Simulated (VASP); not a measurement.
# Cd2Si3 (R-3m) in VASP: notebook

Runs on Cd2Si3. Level: PBE. Tasks: single point, relaxation of cell and atoms.

Everything below comes from runs of VASP 6.6.1. Logs are shortened: lines on timing, memory, paths and dates and some standing lists are left out, and cuts for length are marked.

### Step 1. The cell of the first run

The structure is trigonal, space group R-3m (No. 166). The conventional cell has a = 3.601 Å, b = 3.601 Å, c = 25.036 Å, α = 90.00°, β = 90.00°, γ = 120.00°. Cd (site symmetry 3m) has 6 Si at 2.52 to 2.67 Å within 3.3 Å. Within 3.8 Å of Si (site symmetry -3m) lie 6 Cd at 2.67 Å and 12 Si at 3.60 to 3.73 Å. Within 3.3 Å of Si (site symmetry 3m) lie 3 Cd at 2.52 Å and 3 Si at 2.99 Å.

### Step 2. Single point, PBE

Contents of INCAR:

```
SYSTEM = Cd2Si3
PREC = Accurate
ENCUT = 520
EDIFF = 1E-7
ISMEAR = 0
SIGMA = 0.1
LREAL = .False.
LASPH = .True.
NELM = 100
ALGO = Normal
ISIF = 2
LWAVE = .False.
LCHARG = .False.
GGA = PE
NBANDS = 26
```

Contents of KPOINTS:

```
regular mesh
0
Gamma
  6 6 6
  0 0 0
```

Contents of POSCAR:

```
Cd2Si3
1.0
    1.8003376695      1.0394254381      8.3454783297
   -1.8003376695      1.0394254381      8.3454783297
    0.0000000000     -2.0788508762      8.3454783297
Cd Si
2 3
Direct
    0.4000000000      0.4000000000      0.4000000000
    0.6000000000      0.6000000000      0.6000000000
    0.0000000000      0.0000000000      0.0000000000
    0.2095000000      0.2095000000      0.2095000000
    0.7905000000      0.7905000000      0.7905000000
```

Potentials or basis: VASP PAW PBE potentials, release 64 (Cd, Si).

Launch:

```
> cat potpaw_PBE.64/Cd/POTCAR potpaw_PBE.64/Si/POTCAR > POTCAR
> mpirun -np 1 vasp_std > vasp.out
```

OUTCAR:

```text
SYSTEM = Cd2Si3
   PREC = Accurate
   ENCUT = 520
   EDIFF = 1E-7
   ISMEAR = 0
   LREAL = .False.
   LASPH = .True.
   NELM = 100
   ISIF = 2
   GGA = PE

 ion  position               nearest neighbor table
   1  0.400  0.400  0.400-   5 2.52   5 2.52   5 2.52   3 2.67   3 2.67   3 2.67
   2  0.600  0.600  0.600-   4 2.52   4 2.52   4 2.52   3 2.67   3 2.67   3 2.67
   3  0.000  0.000  0.000-   2 2.67   1 2.67   2 2.67   2 2.67   1 2.67   1 2.67
   4  0.209  0.209  0.209-   2 2.52   2 2.52   2 2.52   5 2.99   5 2.99   5 2.99
   5  0.791  0.791  0.791-   1 2.52   1 2.52   1 2.52   4 2.99   4 2.99   4 2.99

  LATTYP: Found a trigonal (rhomboedric) cell.
 ALAT       =     8.6005017015
 COS(alpha) =     0.9123624232

  Lattice vectors:

 A1 = (   1.8003376695,   1.0394254381,   8.3454783297)
 A2 = (  -1.8003376695,   1.0394254381,   8.3454783297)
 A3 = (   0.0000000000,  -2.0788508762,   8.3454783297)

Analysis of symmetry for initial positions (statically):
=====================================================================
 Subroutine PRICEL returns:
 Original cell was already a primitive cell.

 Routine SETGRP: Setting up the symmetry group for a
 trigonal (rhombohedral) supercell.

 Subroutine GETGRP returns: Found 12 space group operations
 (whereof 12 operations were pure point group operations)
 out of a pool of 12 trial point group operations.

The static configuration has the point symmetry D_3d.

Analysis of symmetry for dynamics (positions and initial velocities):
=====================================================================
 Subroutine PRICEL returns:
 Original cell was already a primitive cell.

 Routine SETGRP: Setting up the symmetry group for a
 trigonal (rhombohedral) supercell.

 Subroutine GETGRP returns: Found 12 space group operations
 (whereof 12 operations were pure point group operations)
 out of a pool of 12 trial point group operations.

The dynamic configuration has the point symmetry D_3d.

 Subroutine INISYM returns: Found 12 space group operations
 (whereof 12 operations are pure point group operations),
 and found     1 'primitive' translations

----------------------------------------------------------------------------------------

                                     Primitive cell

  volume of cell :      93.7022

  direct lattice vectors                    reciprocal lattice vectors
     1.800337669  1.039425438  8.345478330     0.277725678  0.160344995  0.039941789
    -1.800337669  1.039425438  8.345478330    -0.277725678  0.160344995  0.039941789
     0.000000000 -2.078850876  8.345478330     0.000000000 -0.320689990  0.039941789

  length of vectors
     8.600501701  8.600501701  8.600501701     0.323167783  0.323167783  0.323167783

  position of ions in fractional coordinates (direct lattice)
     0.400000000  0.400000000  0.400000000
     0.600000000  0.600000000  0.600000000
     0.000000000  0.000000000  0.000000000
     0.209500000  0.209500000  0.209500000
     0.790500000  0.790500000  0.790500000

  ion indices of the primitive-cell ions
   primitive index   ion index
                 1           1
                 2           2
                 3           3
                 4           4
                 5           5

----------------------------------------------------------------------------------------

 KPOINTS: regular mesh

Automatic generation of k-mesh.
 Grid dimensions read from file:
 generate k-points for:    6    6    6

 Generating k-lattice:

  Cartesian coordinates                     Fractional coordinates (reciprocal lattice)
     0.046287613  0.026724166  0.006656965     0.166666667  0.000000000 -0.000000000
    -0.046287613  0.026724166  0.006656965     0.000000000  0.166666667 -0.000000000
     0.000000000 -0.053448332  0.006656965    -0.000000000 -0.000000000  0.166666667

  Length of vectors
     0.053861297  0.053861297  0.053861297

  Shift w.r.t. Gamma in fractional coordinates (k-lattice)
     0.000000000  0.000000000  0.000000000

 Subroutine IBZKPT returns following result:
 ===========================================

 Found     32 irreducible k-points:

 Following reciprocal coordinates:
            Coordinates               Weight
  0.000000  0.000000  0.000000      1.000000
  0.166667  0.000000  0.000000      6.000000
  0.333333  0.000000  0.000000      6.000000
  0.500000 -0.000000  0.000000      3.000000
  0.166667  0.166667  0.000000      6.000000
  0.333333  0.166667  0.000000     12.000000
[... 16 lines left out ...]
  0.500000  0.500000  0.166667      6.000000
 -0.333333  0.500000  0.166667     12.000000
 [... further k-points ...]
   k-points           NKPTS =     32   k-points in BZ     NKDIM =     32   number of bands    NBANDS=     26
   number of dos      NEDOS =    301   number of ions     NIONS =      5
   total plane-waves  NPLWV = 262144
   dimension x,y,z NGX =    64 NGY =   64 NGZ =   64
   dimension x,y,z NGXF=   128 NGYF=  128 NGZF=  128
   ions per type =               2   3
   NGX,Y,Z   is equivalent  to a cutoff of  12.37, 12.37, 12.37 a.u.
   NGXF,Y,Z  is equivalent  to a cutoff of  24.74, 24.74, 24.74 a.u.
 SYSTEM =  Cd2Si3
   PREC   = accura    normal or accurate (medium, high low for compatibility)
   ISTART =      0    job   : 0-new  1-cont  2-samecut
   ICHARG =      2    charge: 1-file 2-atom 10-const
   ISPIN  =      1    spin polarized calculation?
   LNONCOLLINEAR =      F non collinear calculations
   LSORBIT =      F    spin-orbit coupling
   LASPH  =      T    aspherical Exc in radial PAW
   ENCUT  =  520.0 eV  38.22 Ry    6.18 a.u.  15.99 15.99 15.99*2*pi/ulx,y,z
   NELM   =    100;   NELMIN=  2; NELMDL= -5     # of ELM steps
   EDIFF  = 0.1E-06   stopping-criterion for ELM
   LREAL  =      F    real-space projection
   EDIFFG = 0.1E-05   stopping-criterion for IOM
   NSW    =      0    number of steps for IOM
   IBRION =     -1    ionic relax: 0-MD 1-quasi-New 2-CG
   NFREE  =      0    steps in history (QN), initial steepest desc. (CG)
   ISIF   =      2    stress and relaxation
   ISYM   =      2    0-nonsym 1-usesym 2-fastsym
   POTIM  = 0.5000    time-step for ionic-motion
   TEBEG  =    0.0;   TEEND  =   0.0 temperature during run
   PSTRESS=    0.0 pullay stress
   NELECT =      36.0000    total number of electrons
   NUPDOWN=      -1.0000    fix difference up-down
   EMIN   =  10.00;   EMAX   =-10.00  energy-range for DOS
   EFERMI =   0.00;   METHOD = LEGACY
   ISMEAR =     0;   SIGMA  =   0.10  broadening in eV -4-tet -1-fermi 0-gaus
   EFERMI_NEDOS =   21; number of points for ismear=-14 and -15
   IALGO  =     38    algorithm
   IMIX   =      4    mixing-type and parameters
     AMIX     =   0.40;   BMIX     =  1.00
     AMIX_MAG =   1.60;   BMIX_MAG =  1.00
  volume/ion in A,a.u.               =      18.74       126.47
  Fermi-wavevector in a.u.,A,eV,Ry     =   1.190125  2.249009 19.271242  1.416396
  Thomas-Fermi vector in A             =   2.326216
   LORBIT       =      0    0 simple, 1 ext, 2 COOP (PROOUT), +10 PAW based schemes
   GGA     = PE    functional components
   LHFCALC =     F    Hartree Fock is set to
   AEXX    =    0.0000 exact exchange contribution
   IVDW    =     0    specifies the selected vdW correction
   LEPSILON=     F    determine dielectric tensor
   LRPA    =     F    only Hartree local field effects (RPA)
 non-spin polarized calculation
 Gauss-broadening in eV      SIGMA  =   0.10
  energy-cutoff  :      520.00
  volume of cell :       93.70
 maximum number of plane-waves:      2558
   NGX = 31   NGY = 31   NGZ = 31

 number of electron      35.9999997 magnetization

 Free energy of the ion-electron system (eV)
  ---------------------------------------------------
  ext. energy  EPLUGINS =         0.00000000
  ---------------------------------------------------
  free energy    TOTEN  =       -13.63983427 eV

  energy without entropy =      -13.62290885  energy(sigma->0) =      -13.63137156

 E-fermi :   5.4087     XC(G=0): -10.7170

 val. band max:        5.3821285164   @ k =  -0.1667   0.1667   0.1667
 cond. band min:       5.4375437576   @ k =   0.3333   0.1667   0.0000
 fundamental gap:      0.0554152412
 Fermi energy:         5.4087282427

 k-point     1 :       0.0000    0.0000    0.0000
  band No.  band energies     occupation
      1      -5.9012      2.00000
      2      -4.3786      2.00000
      3      -4.0265      2.00000
      4      -4.0265      2.00000
      5      -3.9580      2.00000
      6      -3.9580      2.00000
[... 18 lines left out ...]
     25      11.1728      0.00000
     26      11.1728      0.00000

 k-point     2 :       0.1667    0.0000    0.0000
  band No.  band energies     occupation
      1      -5.4830      2.00000
      2      -4.5302      2.00000
      3      -4.2375      2.00000
      4      -3.9696      2.00000
      5      -3.9631      2.00000
      6      -3.9028      2.00000
[... 18 lines left out ...]
     25      12.8593      0.00000
     26      13.0987      0.00000

 k-point     3 :       0.3333    0.0000    0.0000
  band No.  band energies     occupation
      1      -4.8923      2.00000
      2      -4.5977      2.00000
      3      -4.1797      2.00000
      4      -3.9522      2.00000
      5      -3.9366      2.00000
      6      -3.8399      2.00000
[... 18 lines left out ...]
     25      11.5452      0.00000
     26      11.8283      0.00000

 k-point     4 :       0.5000   -0.0000    0.0000
  band No.  band energies     occupation
      1      -5.0181      2.00000
      2      -4.5893      2.00000
      3      -3.9975      2.00000
      4      -3.9772      2.00000
      5      -3.9488      2.00000
      6      -3.8290      2.00000
[... 18 lines left out ...]
     25      10.6537      0.00000
     26      11.1856      0.00000
[... 496 lines left out ...]
      1      -4.8306      2.00000
      2      -4.5896      2.00000
      3      -4.2066      2.00000
      4      -3.9234      2.00000
      5      -3.8925      2.00000
      6      -3.8846      2.00000
[... 18 lines left out ...]
     25      11.4536      0.00000
     26      12.4134      0.00000

 k-point    23 :       0.5000    0.5000    0.1667
  band No.  band energies     occupation
      1      -4.9132      2.00000
      2      -4.6202      2.00000
      3      -4.0797      2.00000
      4      -3.9421      2.00000
      5      -3.9329      2.00000
      6      -3.8351      2.00000
[... 18 lines left out ...]
     25      10.9527      0.00000
     26      11.9479      0.00000

 k-point    24 :      -0.3333    0.5000    0.1667
  band No.  band energies     occupation
      1      -4.8246      2.00000
      2      -4.6059      2.00000
      3      -4.2198      2.00000
      4      -3.9169      2.00000
      5      -3.9044      2.00000
      6      -3.8830      2.00000
[... 18 lines left out ...]
     25      11.4428      0.00000
     26      11.8535      0.00000

 [... further k-points ...]

------------------------ aborting loop because EDIFF is reached ----------------------------------------

  FORCE on cell =-STRESS in cart. coord.  units (eV):
  Direction    XX          YY          ZZ          XY          YZ          ZX
  --------------------------------------------------------------------------------------
  -------------------------------------------------------------------------------------
  Total        6.6429960      6.6429960      5.2526175      0.0000000      0.0000000      0.0000000
  in kB      113.5859923    113.5859922     89.8124550      0.0000000      0.0000000      0.0000000
  external PRESSURE =     105.6614798 kB  Pullay stress =       0.0000000 kB

 VOLUME and BASIS-vectors are now :
 -----------------------------------------------------------------------------
  energy-cutoff  :      520.00
  volume of cell :       93.70
      direct lattice vectors                 reciprocal lattice vectors
     1.800337669  1.039425438  8.345478330     0.277725678  0.160344995  0.039941789
    -1.800337669  1.039425438  8.345478330    -0.277725678  0.160344995  0.039941789
     0.000000000 -2.078850876  8.345478330     0.000000000 -0.320689990  0.039941789

 POSITION                                       TOTAL-FORCE (eV/Angst)
 -----------------------------------------------------------------------------------
      0.00000      0.00000     10.01457         0.000000      0.000000     -0.657506
      0.00000      0.00000     15.02186         0.000000      0.000000      0.657506
      0.00000      0.00000      0.00000        -0.000000      0.000000     -0.000000
      0.00000      0.00000      5.24513         0.000000     -0.000000     -2.820992
      0.00000      0.00000     19.79130         0.000000      0.000000      2.820992
 -----------------------------------------------------------------------------------
    total drift:                               -0.000000     -0.000000     -0.000000

  FREE ENERGIE OF THE ION-ELECTRON SYSTEM (eV)
  ---------------------------------------------------
  free  energy   TOTEN  =       -13.6398342669 eV

  energy  without entropy=      -13.6229088547  energy(sigma->0) =      -13.63137156
```

It took 2.9 min on 1 thread of AMD EPYC 9R45 (Zen 5), shared host; peak memory 0.49 GiB.

What came out:

```yaml
Free_energy: -13.6398 eV
Pressure: 10.6 GPa
Largest_force: 2.821 eV/Å
Band_gap_on_the_k_mesh: zero (bands 18 and 19 overlap by 4.56 eV)
```

Forces on the atoms (eV/Å):
```
Cd   0.000  0.000 -0.658
Cd   0.000  0.000  0.658
Si   0.000  0.000  0.000
Si   0.000  0.000 -2.821
Si   0.000  0.000  2.821
```

Stress tensor (GPa, compression positive):
```
11.36  0.00  0.00
 0.00 11.36  0.00
 0.00  0.00  8.98
```

Levels at points of the mesh, in eV from the Fermi level:
```
           k point  band 16  band 17  band 18  band 19  band 20  band 21
(0.00, 0.00, 0.00)     2.45     2.45     2.56     2.56     3.83     3.83
(0.50, 0.00, 0.00)    -3.84    -0.17    -0.08     0.11     0.63     1.26
(0.50, 0.50, 0.00)    -2.82    -1.94    -0.72    -0.63     1.63     1.95
(0.50, 0.50, 0.50)     2.32     2.32     2.99     2.99     3.00     3.27
```

Caveat: the cell stands under pressure; forces of over 1 eV/Å act on the atoms, so gaps and moduli don't describe the material at rest.

(Continued in part 2 of 2.)
